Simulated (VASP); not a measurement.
# Mg2Si (Fm-3m) in VASP: notebook

Mg2Si is run at these levels: r2SCAN; tasks: relaxation of cell and atoms.

Program: VASP 6.6.1. These are calculated values, not measurements. Logs are shortened: lines on timing, memory, paths and dates and some standing lists are left out, and cuts for length are marked.

## (1) The cell of the first run

It takes space group Fm-3m (No. 225, cubic). The conventional cell has a = 6.338 Å, b = 6.338 Å, c = 6.338 Å, α = 90.00°, β = 90.00°, γ = 90.00°. Within 3.6 Å of Mg (site symmetry -43m) lie 4 Si at 2.74 Å and 6 Mg at 3.17 Å. Si (site symmetry m-3m) has 8 Mg at 2.74 Å within 3.6 Å.

## (2) Relaxation of cell and atoms, r2SCAN, target pressure 2 GPa, at which the enthalpy is minimised

Contents of POSCAR:

```
Mg2Si
1.0
    3.1692463816      3.1692463816      0.0000000000
   -3.1692463816      3.1692463816      0.0000000000
    0.0000000000      3.1692463816      3.1692463816
Mg Si
2 1
Direct
    0.2500000000      0.7500000000      0.5000000000
    0.7500000000      0.2500000000      0.5000000000
    0.0000000000      0.0000000000      0.0000000000
```

Contents of INCAR.step1:

```
PREC = Accurate
ENCUT = 660
ISMEAR = 0
SIGMA = 0.01
LREAL = False
LASPH = True
NELM = 120
GGA = PE
ALGO = Normal
EDIFF = 1E-5
LWAVE = True
LCHARG = False
GGA_COMPAT = False
IBRION = 2
ISIF = 3
EDIFFG = -0.005
NELMIN = 4
NSW = 100
```

Contents of INCAR.step2:

```
PREC = Accurate
ENCUT = 660
EDIFF = 1E-7
ISMEAR = 0
SIGMA = 0.01
LREAL = False
LASPH = True
NELM = 120
ALGO = Normal
ISIF = 3
LWAVE = False
LCHARG = False
METAGGA = R2SCAN
LMIXTAU = True
IBRION = 2
NSW = 100
EDIFFG = -0.002
PSTRESS = 20.0
ISTART = 1
GGA_COMPAT = False
NELMIN = 4
```

Contents of KPOINTS:

```
Automatic mesh
0
Gamma
  6 6 6
```

Potentials or basis: VASP PAW PBE potentials, release 64 (Mg, Si).

Launch:

```sh
> cat potpaw_PBE.64/Mg/POTCAR potpaw_PBE.64/Si/POTCAR > POTCAR
> cp INCAR.step1 INCAR
> mpirun -np 1 vasp_std > vasp.out
> cp INCAR.step2 INCAR
> mpirun -np 1 vasp_std > vasp.out
```

OUTCAR:

```text
PREC = Accurate
   ENCUT = 660
   EDIFF = 1E-7
   ISMEAR = 0
   LREAL = False
   LASPH = True
   NELM = 120
   ISIF = 3
   METAGGA = R2SCAN
   IBRION = 2
   NSW = 100
   EDIFFG = -0.002
   PSTRESS = 20.0
   ISTART = 1
   NELMIN = 4

 ion  position               nearest neighbor table
   1  0.250  0.750  0.500-   3 2.74   3 2.74   3 2.74   3 2.74   2 3.17   2 3.17   2 3.17   2 3.17
                             2 3.17   2 3.17
   2  0.750  0.250  0.500-   3 2.74   3 2.74   3 2.74   3 2.74   1 3.17   1 3.17   1 3.17   1 3.17
                             1 3.17   1 3.17
   3  0.000  0.000  0.000-   2 2.74   1 2.74   1 2.74   2 2.74   1 2.74   2 2.74   2 2.74   1 2.74

  LATTYP: Found a face centered cubic cell.
 ALAT       =     6.3384927632

  Lattice vectors:

 A1 = (   0.0000000000,   3.1692463816,   3.1692463816)
 A2 = (   3.1692463816,   0.0000000000,   3.1692463816)
 A3 = (   3.1692463816,   3.1692463816,   0.0000000000)

Analysis of symmetry for initial positions (statically):
=====================================================================
 Subroutine PRICEL returns:
 Original cell was already a primitive cell.

 Routine SETGRP: Setting up the symmetry group for a
 face centered cubic supercell.

 Subroutine GETGRP returns: Found 48 space group operations
 (whereof 48 operations were pure point group operations)
 out of a pool of 48 trial point group operations.

The static configuration has the point symmetry O_h .

Analysis of symmetry for dynamics (positions and initial velocities):
=====================================================================
 Subroutine PRICEL returns:
 Original cell was already a primitive cell.

 Routine SETGRP: Setting up the symmetry group for a
 face centered cubic supercell.

 Subroutine GETGRP returns: Found 48 space group operations
 (whereof 48 operations were pure point group operations)
 out of a pool of 48 trial point group operations.

The dynamic configuration has the point symmetry O_h .

 Subroutine INISYM returns: Found 48 space group operations
 (whereof 48 operations are pure point group operations),
 and found     1 'primitive' translations

----------------------------------------------------------------------------------------

                                     Primitive cell

  volume of cell :      63.6646

  direct lattice vectors                    reciprocal lattice vectors
     3.169246382  3.169246382  0.000000000     0.157766213  0.157766213 -0.157766213
    -3.169246382  3.169246382  0.000000000    -0.157766213  0.157766213 -0.157766213
     0.000000000  3.169246382  3.169246382     0.000000000  0.000000000  0.315532426

  length of vectors
     4.481991215  4.481991215  4.481991215     0.273259097  0.273259097  0.315532426

  position of ions in fractional coordinates (direct lattice)
     0.250000000  0.750000000  0.500000000
     0.750000000  0.250000000  0.500000000
     0.000000000  0.000000000  0.000000000

  ion indices of the primitive-cell ions
   primitive index   ion index
                 1           1
                 2           2
                 3           3

----------------------------------------------------------------------------------------

 KPOINTS: Automatic mesh

Automatic generation of k-mesh.
 Grid dimensions read from file:
 generate k-points for:    6    6    6

 Generating k-lattice:

  Cartesian coordinates                     Fractional coordinates (reciprocal lattice)
     0.026294369  0.026294369 -0.026294369     0.166666667  0.000000000  0.000000000
    -0.026294369  0.026294369 -0.026294369     0.000000000  0.166666667  0.000000000
     0.000000000  0.000000000  0.052588738     0.000000000  0.000000000  0.166666667

  Length of vectors
     0.045543183  0.045543183  0.052588738

  Shift w.r.t. Gamma in fractional coordinates (k-lattice)
     0.000000000  0.000000000  0.000000000

 Subroutine IBZKPT returns following result:
 ===========================================

 Found     16 irreducible k-points:

 Following reciprocal coordinates:
[... 35 lines left out ...]
 -----------------------------------------------------------------------------------
     -1.58462      4.75387      1.58462         0.000000     -0.000000      0.000000
      1.58462      4.75387      1.58462         0.000000     -0.000000     -0.000000
      0.00000      0.00000      0.00000        -0.000000      0.000000      0.000000
 -----------------------------------------------------------------------------------
    total drift:                                0.000000      0.000000     -0.000000

  FREE ENERGIE OF THE ION-ELECTRON SYSTEM (eV)
  ---------------------------------------------------
  free  energy   TOTEN  =       -17.6694104803 eV
[... 28 lines left out ...]
 POSITION                                       TOTAL-FORCE (eV/Angst)
 -----------------------------------------------------------------------------------
     -1.56129      4.68387      1.56129        -0.000000     -0.000000     -0.000000
      1.56129      4.68387      1.56129         0.000000      0.000000      0.000000
     -0.00000      0.00000      0.00000         0.000000     -0.000000      0.000000
 -----------------------------------------------------------------------------------
    total drift:                                0.000000      0.000000     -0.000000

  FREE ENERGIE OF THE ION-ELECTRON SYSTEM (eV)
  ---------------------------------------------------
  free  energy   TOTEN  =       -17.6513039420 eV

  energy  without entropy=      -17.6513039420  energy(sigma->0) =      -17.65130394

  enthalpy is  TOTEN    =       -16.8911690810 eV   P V=        0.7601348609

--------------------------------------- Ionic step        3  -------------------------------------------

 number of electron       8.0000000 magnetization

 Free energy of the ion-electron system (eV)
  ---------------------------------------------------
  ext. energy  EPLUGINS =         0.00000000
  ---------------------------------------------------
  free energy    TOTEN  =       -17.65770608 eV

  energy without entropy =      -17.65770608  energy(sigma->0) =      -17.65770608

 E-fermi :   3.8838     XC(G=0):  -9.3366

 val. band max:        3.7952278893   @ k =   0.0000   0.0000   0.0000
 cond. band min:       4.1966361620   @ k =   0.5000   0.5000   0.0000
 fundamental gap:      0.4014082727
 Fermi energy:         3.8837866206

 k-point     1 :       0.0000    0.0000    0.0000
  band No.  band energies     occupation
      1      -5.9141      2.00000
      2       3.7952      2.00000
      3       3.7952      2.00000
      4       3.7952      2.00000
      5       6.5300      0.00000
      6       6.6904      0.00000
      7       6.6904      0.00000
      8       6.6904      0.00000

 k-point     2 :       0.1667    0.0000    0.0000
  band No.  band energies     occupation
      1      -5.6442      2.00000
      2       2.0628      2.00000
      3       3.5326      2.00000
      4       3.5326      2.00000
      5       6.3100      0.00000
      6       7.1225      0.00000
      7       7.1225      0.00000
      8       8.3361      0.00000

 k-point     3 :       0.3333    0.0000    0.0000
  band No.  band energies     occupation
      1      -4.9226      2.00000
      2      -0.1394      2.00000
      3       3.1751      2.00000
      4       3.1751      2.00000
      5       5.8576      0.00000
      6       6.9275      0.00000
      7       6.9275      0.00000
      8       9.7280      0.00000
[... 154 lines left out ...]
 VOLUME and BASIS-vectors are now :
 -----------------------------------------------------------------------------
  energy-cutoff  :      660.00
  volume of cell :       61.35
      direct lattice vectors                 reciprocal lattice vectors
     3.130344048  3.130344048 -0.000000000     0.159726852  0.159726852 -0.159726852
    -3.130344048  3.130344048  0.000000000    -0.159726852  0.159726852 -0.159726852
     0.000000000  3.130344048  3.130344048     0.000000000  0.000000000  0.319453704

 POSITION                                       TOTAL-FORCE (eV/Angst)
 -----------------------------------------------------------------------------------
     -1.56517      4.69552      1.56517         0.000000     -0.000000      0.000000
      1.56517      4.69552      1.56517        -0.000000      0.000000      0.000000
     -0.00000      0.00000      0.00000         0.000000     -0.000000      0.000000
 -----------------------------------------------------------------------------------
    total drift:                                0.000000      0.000000     -0.000000

  FREE ENERGIE OF THE ION-ELECTRON SYSTEM (eV)
  ---------------------------------------------------
  free  energy   TOTEN  =       -17.6577060829 eV

  energy  without entropy=      -17.6577060829  energy(sigma->0) =      -17.65770608

  enthalpy is  TOTEN    =       -16.8918879838 eV   P V=        0.7658180991

 reached required accuracy - stopping structural energy minimisation
```

Wall time 1.8 min (1 thread of Intel Xeon 6975P-C (Granite Rapids), shared host); peak memory 0.26 GiB.

What came out:

```
Free energy                                                : -17.6577 eV
Relaxed volume                                             : 20.45 Å³/atom
Relaxed cell                                               : a = 4.427 Å, b = 4.427 Å, c = 4.427 Å, α = 60.00°, β = 60.00°, γ = 90.00°
Space group after relaxing (to 0.1 Å)                      : Fm-3m (No. 225)
Energy change on relaxing (the run minimises the enthalpy) : +3.9 meV/atom
Ionic steps                                                : 3
Pressure after relaxing                                    : 2.0 GPa
Band gap on the k mesh                                     : 0.40 eV (least direct gap 2.49 eV)
```

Step by step:
```tsv
step	energy change (eV)	largest force (eV/Å)	pressure (GPa)	volume (Å³)
1	0.0000	0.0000	-0.30	63.66
2	0.0181	0.0000	2.52	60.89
3	0.0117	0.0000	2.01	61.35
```

Final structure:
```
Mg Si
1.0
     3.13034    3.13034    0.00000
    -3.13034    3.13034    0.00000
     0.00000    3.13034    3.13034
Mg Si
2 1
Direct
  0.25000 0.75000 0.50000
  0.75000 0.25000 0.50000
  0.00000 0.00000 0.00000
```

Caveat: the cell is relaxed towards a set pressure, so the run minimises the enthalpy, not the energy; semilocal functionals underestimate gaps, and a narrow one can read as zero; the PAW data sets were made with another functional, which shifts forces and pressure a little.

## (3) Relaxation of cell and atoms, r2SCAN, target pressure 4 GPa, at which the enthalpy is minimised

POSCAR is that of step 2.

Contents of INCAR.step1:

```
SYSTEM = Mg2Si
PREC = Accurate
ENCUT = 660
ISMEAR = 0
SIGMA = 0.01
LREAL = .FALSE.
LASPH = .TRUE.
NELM = 120
GGA = PE
ALGO = Normal
EDIFF = 1E-5
LWAVE = .TRUE.
LCHARG = .FALSE.
GGA_COMPAT = .FALSE.
IBRION = 2
ISIF = 3
EDIFFG = -0.005
NELMIN = 4
NSW = 100
```

Contents of INCAR.step2:

```
SYSTEM = Mg2Si
PREC = Accurate
ENCUT = 660
EDIFF = 1E-7
ISMEAR = 0
SIGMA = 0.01
LREAL = .FALSE.
LASPH = .TRUE.
NELM = 120
ALGO = Normal
ISIF = 3
LWAVE = .FALSE.
LCHARG = .FALSE.
METAGGA = R2SCAN
LMIXTAU = .TRUE.
IBRION = 2
NSW = 100
EDIFFG = -0.002
PSTRESS = 40.0
ISTART = 1
GGA_COMPAT = .FALSE.
NELMIN = 4
```

Contents of KPOINTS:

```
Automatic mesh
0
G
  6 6 6
  0 0 0
```

Potentials or basis: VASP PAW PBE potentials, release 64 (Mg, Si).

Launch:

```sh
> cat potpaw_PBE.64/Mg/POTCAR potpaw_PBE.64/Si/POTCAR > POTCAR
> cp INCAR.step1 INCAR
> mpirun -np 1 vasp_std > vasp.out
> cp INCAR.step2 INCAR
> mpirun -np 1 vasp_std > vasp.out
```

Wall time 5.5 min (1 thread of Intel Xeon 6975P-C (Granite Rapids), shared host); peak memory 0.28 GiB.

The run converged. Its results:

| Quantity | Value |
| --- | --- |
| Free energy | -17.6259 eV |
| Relaxed volume | 19.88 Å³/atom |
| Relaxed cell | a = 4.385 Å, b = 4.385 Å, c = 4.385 Å, α = 60.00°, β = 60.00°, γ = 90.00° |
| Space group after relaxing (to 0.1 Å) | Fm-3m (No. 225) |
| Energy change on relaxing (the run minimises the enthalpy) | +14.5 meV/atom |
| Ionic steps | 16 |
| Pressure after relaxing | 4.0 GPa |
| Band gap on the k mesh | 0.37 eV (least direct gap 2.50 eV) |

The path:
```
step  energy change (eV)  largest force (eV/Å)  pressure (GPa)  volume (Å³)
   1              0.0000                0.0000           -0.30        63.66
   2              0.0753                0.0000            5.43        58.55
   3              0.0436                0.0000            4.02        59.63
   4              0.0417                0.0000            3.92        59.71
   5              0.0417                0.0000            3.92        59.71
   6              0.0418                0.0000            3.93        59.71
   7              0.0418                0.0000            3.93        59.71
   8              0.0418                0.0000            3.93        59.71
   9              0.0418                0.0000            3.93        59.71
  10              0.0418                0.0000            3.93        59.71
  11              0.0419                0.0000            3.93        59.70
  12              0.0419                0.0000            3.93        59.70
  13              0.0420                0.0000            3.94        59.70
  14              0.0422                0.0000            3.95        59.69
  15              0.0427                0.0000            3.97        59.67
  16              0.0435                0.0000            4.01        59.64
```

Final structure:
```
CELL_PARAMETERS angstrom
3.10096 3.10096 0.00000
-3.10096 3.10096 0.00000
0.00000 3.10096 3.10096
ATOMIC_POSITIONS crystal
Mg 0.25000 0.75000 0.50000
Mg 0.75000 0.25000 0.50000
Si 0.00000 0.00000 0.00000
```

Levels at points of the mesh, in eV from the valence-band top:
| k point | band 2 | band 3 | band 4 | band 5 | band 6 | band 7 |
| --- | --- | --- | --- | --- | --- | --- |
| (0.00, 0.00, 0.00) | 0.00 | 0.00 | 0.00 | 2.92 | 2.94 | 2.94 |
| (0.50, 0.00, 0.00) | -5.13 | -0.76 | -0.76 | 2.01 | 2.86 | 2.86 |
| (0.50, 0.50, 0.00) | -4.73 | -2.13 | -2.13 | 0.37 | 0.86 | 9.09 |

Caveat: the cell is relaxed towards a set pressure, so the run minimises the enthalpy, not the energy; semilocal functionals underestimate gaps, and a narrow one can read as zero; the PAW data sets were made with another functional, which shifts forces and pressure a little. A k mesh can miss the band edges.

## (4) Relaxation of cell and atoms, r2SCAN, target pressure 7 GPa, at which the enthalpy is minimised

POSCAR is that of step 3.

Contents of INCAR.step1:

```
ALGO = Normal ; EDIFF = 1E-5
EDIFFG = -0.005 ; ENCUT = 660
GGA = PE ; GGA_COMPAT = F
IBRION = 2 ; ISIF = 3
ISMEAR = 0 ; LASPH = T
LCHARG = F ; LREAL = F
LWAVE = T ; NELM = 120
NELMIN = 4 ; NSW = 100
PREC = Accurate ; SIGMA = 0.01
```

Contents of INCAR.step2:

```
ALGO = Normal ; EDIFF = 1E-7
EDIFFG = -0.002 ; ENCUT = 660
GGA_COMPAT = F ; IBRION = 2
ISIF = 3 ; ISMEAR = 0
ISTART = 1 ; LASPH = T
LCHARG = F ; LMIXTAU = T
LREAL = F ; LWAVE = F
METAGGA = R2SCAN ; NELM = 120
NELMIN = 4 ; NSW = 100
PREC = Accurate ; PSTRESS = 70.0
SIGMA = 0.01
```

Contents of KPOINTS:

```
k-points
0
Gamma
  6 6 6
```

Launch:

```sh
> cat potpaw_PBE.64/Mg/POTCAR potpaw_PBE.64/Si/POTCAR > POTCAR
> cp INCAR.step1 INCAR
> mpirun -np 1 vasp_std > vasp.out
> cp INCAR.step2 INCAR
> mpirun -np 1 vasp_std > vasp.out
```

Wall time 5.1 min (1 thread of Intel Xeon 6975P-C (Granite Rapids), shared host); peak memory 0.26 GiB.

Results (log left out):

```
Free energy                                                : -17.5515 eV
Relaxed volume                                             : 19.15 Å³/atom
Relaxed cell                                               : a = 4.331 Å, b = 4.331 Å, c = 4.331 Å, α = 60.00°, β = 60.00°, γ = 90.00°
Space group after relaxing (to 0.1 Å)                      : Fm-3m (No. 225)
Energy change on relaxing (the run minimises the enthalpy) : +39.3 meV/atom
Ionic steps                                                : 16
Pressure after relaxing                                    : 7.0 GPa
Band gap on the k mesh                                     : 0.32 eV (least direct gap 2.50 eV)
```

The path:
| step | energy change (eV) | largest force (eV/Å) | pressure (GPa) | volume (Å³) |
| --- | --- | --- | --- | --- |
| 1 | 0.0000 | 0.0000 | -0.30 | 63.66 |
| 2 | 0.2440 | 0.0000 | 10.75 | 55.16 |
| 3 | 0.1185 | 0.0000 | 7.02 | 57.44 |
| 4 | 0.1133 | 0.0000 | 6.84 | 57.56 |
| 5 | 0.1134 | 0.0000 | 6.85 | 57.56 |
| 6 | 0.1138 | 0.0000 | 6.86 | 57.55 |
| 7 | 0.1138 | 0.0000 | 6.86 | 57.55 |
| 8 | 0.1138 | 0.0000 | 6.86 | 57.55 |
| 9 | 0.1138 | 0.0000 | 6.86 | 57.55 |
| 10 | 0.1139 | 0.0000 | 6.86 | 57.55 |
| 11 | 0.1140 | 0.0000 | 6.87 | 57.54 |
| 12 | 0.1142 | 0.0000 | 6.87 | 57.54 |
| 13 | 0.1146 | 0.0000 | 6.89 | 57.53 |
| 14 | 0.1155 | 0.0000 | 6.92 | 57.51 |
| 15 | 0.1172 | 0.0000 | 6.97 | 57.47 |
| 16 | 0.1179 | 0.0000 | 7.00 | 57.45 |

Final structure:
```
Mg Si
1.0
     3.06261    3.06261    0.00000
    -3.06261    3.06261    0.00000
     0.00000    3.06261    3.06261
Mg Si
2 1
Cartesian
  -1.5313 4.5939 1.5313
  1.5313 4.5939 1.5313
  0.0000 0.0000 0.0000
```

Levels at points of the mesh, in eV from the valence-band top:
```
           k point  band 2  band 3  band 4  band 5  band 6  band 7
(0.00, 0.00, 0.00)    0.00    0.00    0.00    3.00    3.00    3.00
(0.50, 0.00, 0.00)   -5.26   -0.77   -0.77    2.17    2.88    2.88
(0.50, 0.50, 0.00)   -4.83   -2.18   -2.18    0.32    0.91    9.33
```

Caveat: the cell is relaxed towards a set pressure, so the run minimises the enthalpy, not the energy; semilocal functionals underestimate gaps, and a narrow one can read as zero; the PAW data sets were made with another functional, which shifts forces and pressure a little.

## (5) Summary

```csv
cell,gap on the mesh (eV),pressure (GPa)
relaxed to 2 GPa,0.40,2.0
relaxed to 4 GPa,0.37,4.0
relaxed to 7 GPa,0.32,7.0
```

Alike in all rows: task relaxation of cell and atoms; level r2SCAN; potentials or basis VASP PAW PBE potentials, release 64 (Mg, Si); no spin polarisation; k mesh 6 × 6 × 6; cutoff (eV) 660; smearing gaussian 0.01 eV.

Caveats: the cell is relaxed towards a set pressure, so the run minimises the enthalpy, not the energy; semilocal functionals underestimate gaps, and a narrow one can read as zero; the PAW data sets were made with another functional, which shifts forces and pressure a little.

Total energies depend on the potentials used, so only differences within one code and one set of settings carry meaning.
